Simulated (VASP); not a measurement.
MgF2:

```
Mg F
1.0
     4.62592    0.00000    0.00000
     0.00000    4.62592    0.00000
     0.00000    0.00000    3.04935
Mg F
2 4
Direct
  0.00000 0.00000 0.00000
  0.50000 0.50000 0.50000
  0.30294 0.30294 0.00000
  0.19706 0.80294 0.50000
  0.69706 0.69706 0.00000
  0.80294 0.19706 0.50000
```

Base run:

* Program: VASP 6.6.1
* Functional: PBE0
* Potentials or basis: VASP PAW PBE potentials, release 64 (Mg, F)
* Cutoff: 520 eV
* k mesh: 4 × 4 × 6
* Occupations: fermi-dirac, width 0.02 eV
* Spin: no spin polarisation

Its results: band gap on the k mesh 10.16 eV; pressure 0.3 GPa; largest force 0.022 eV/Å.

Task: The run is repeated on the same cell with these changes: functional from PBE0 to HSE06. What comes out?

Result: Band gap on the k mesh 9.39 eV; pressure 0.4 GPa; largest force 0.021 eV/Å.

Caveats: the PAW data sets were made with another functional, which shifts forces and pressure a little.

